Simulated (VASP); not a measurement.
## La: single point with LDA

La:

```
La
1.0
     6.35405    0.00000    0.00000
     0.00000    6.35405    0.00000
     0.00000    0.00000    6.35405
La
8
Direct
  0.00000 0.00000 0.00000
  0.50000 0.50000 0.50000
  0.25000 0.00000 0.50000
  0.75000 0.00000 0.50000
  0.50000 0.25000 0.00000
  0.50000 0.75000 0.00000
  0.00000 0.50000 0.25000
  0.00000 0.50000 0.75000
```

| Property | Result |
| --- | --- |
| Program | VASP 6.6.1 |
| Task | single point |
| Functional | LDA |
| Potentials or basis | VASP PAW LDA potentials, release 64 (La) |
| Cutoff | 520 eV |
| k mesh | 6 × 6 × 6 |
| Occupations | fermi-dirac, width 0.1 eV |
| Spin | no spin polarisation |
| Dipole correction | no |
| Further INCAR settings | ALGO = Normal; EDIFF = 1e-06; NBANDS = 54 |

```
Pressure               : -0.3 GPa
Band gap on the k mesh : zero (bands 44 and 45 overlap by 0.15 eV)
```

Levels at points of the mesh, in eV from the Fermi level:
| k point | band 40 | band 41 | band 42 | band 43 | band 44 | band 45 | band 46 | band 47 | band 48 | band 49 |
| --- | --- | --- | --- | --- | --- | --- | --- | --- | --- | --- |
| (0.00, 0.00, 0.00) | -0.41 | -0.35 | -0.34 | -0.34 | -0.34 | 0.47 | 0.47 | 0.47 | 0.73 | 0.73 |
| (0.50, 0.00, 0.00) | -0.73 | -0.50 | -0.50 | -0.39 | -0.39 | 0.52 | 0.52 | 0.62 | 0.62 | 0.67 |
| (0.50, 0.50, 0.00) | -0.17 | -0.13 | -0.07 | -0.07 | -0.01 | 0.00 | 0.42 | 0.46 | 0.46 | 0.49 |
| (0.50, 0.50, 0.50) | -0.52 | -0.52 | -0.52 | 0.08 | 0.08 | 0.14 | 0.14 | 0.14 | 0.14 | 0.14 |

Wall time 14 min on 1 thread of AMD EPYC 7R43 64-Core Processor (Zen 3), with other jobs on the host, peak memory 0.36 GiB.

Caveat: spin-orbit coupling is left out, which moves the levels of the heavy elements.
